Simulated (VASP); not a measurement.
Nb: single point with PBE

Nb:

```
CELL_PARAMETERS angstrom
0.00000 1.95556 1.95556
1.95556 0.00000 1.95556
1.95556 1.95556 0.00000
ATOMIC_POSITIONS crystal
Nb 0.00000 0.00000 0.00000
```

| Quantity | Value |
| --- | --- |
| Program | VASP 6.6.1 |
| Task | single point |
| Functional | PBE |
| Potentials or basis | VASP PAW PBE potentials, release 64 (Nb_sv) |
| Cutoff | 520 eV |
| k mesh | 17 × 17 × 17 |
| Occupations | fermi-dirac, width 0.05 eV |
| Spin | no spin polarisation |

The pressure is 54.6 GPa.

Levels at points of the mesh, in eV from the Fermi level:
```
           k point  band 3  band 4  band 5  band 6  band 7  band 8  band 9  band 10
(0.00, 0.00, 0.00)  -29.50  -29.50   -6.65   -0.17   -0.17   -0.17    3.36     3.36
```

It took 11 s on 1 thread of Intel(R) Xeon(R) 6975P-C (Granite Rapids), on a shared host, peak memory 0.15 GiB.
